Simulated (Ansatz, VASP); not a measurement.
**Pd2C in VASP and in Ansatz**

Contents of INCAR:

```
PREC = Accurate
ENCUT = 520
EDIFF = 1E-7
ISMEAR = 0
SIGMA = 0.1
LREAL = False
LASPH = True
NELM = 100
ALGO = Normal
ISIF = 2
LWAVE = False
LCHARG = True
GGA = PE
LELF = True
LVHAR = True
NBANDS = 19
```

Contents of KPOINTS:

```
Automatic mesh
0
Gamma
  6 6 6
```

Contents of POSCAR:

```
Pd2C
1.0
    0.0000000000      2.7337555800      2.7337555800
    2.7337555800      0.0000000000      2.7337555800
    2.7337555800      2.7337555800      0.0000000000
Pd C
2 1
Direct
    0.2500000000      0.2500000000      0.2500000000
    0.7500000000      0.7500000000      0.7500000000
    0.0000000000      0.0000000000      0.0000000000
```

Input for Ansatz:

```yaml
crystal:
  lattice:
    - [0.0, 2.73375558, 2.73375558]
    - [2.73375558, 0.0, 2.73375558]
    - [2.73375558, 2.73375558, 0.0]
  atoms:
    - { symbol: Pd, position: [0.25, 0.25, 0.25] }
    - { symbol: Pd, position: [0.75, 0.75, 0.75] }
    - { symbol: C, position: [0.0, 0.0, 0.0] }
basis:
  ecutwfc: 420
kpoints:
  mp_grid: { grid: [6, 6, 6] }
hamiltonian:
  xc: pbe
scf:
  occupations: { method: gaussian, width: 0.1 }
  lower_state_search: "off"
output:
  forces: true
  stress: true
  eigenvalues: true
```

Change from the starting cell: species swapped into the PbF2 type (Fm-3m, No. 225).

Alike in both runs: task single point; functional PBE; k mesh 6 × 6 × 6; occupations gaussian, width 0.1 eV; no spin polarisation.

|  | VASP | Ansatz |
| --- | --- | --- |
| version | VASP 6.6.1 | Ansatz 0.2.0 |
| potentials or method | VASP PAW PBE potentials, release 64 (Pd, C), cutoff 520 eV | scalar-relativistic, plane waves, PAW |
| valence electrons in the cell | 24 | 40 |

```tsv
	VASP	Ansatz	Ansatz less VASP
gap on the k mesh at the Fermi level (eV)	none	none	-
pressure (GPa)	-10.9	-10.7	+0.14
```

A gap of «none» marks a metal or a gap that the smearing closes. VASP's potentials hold 24 valence electrons a cell and Ansatz's 40, so a difference there can come from the potentials and not from the codes.
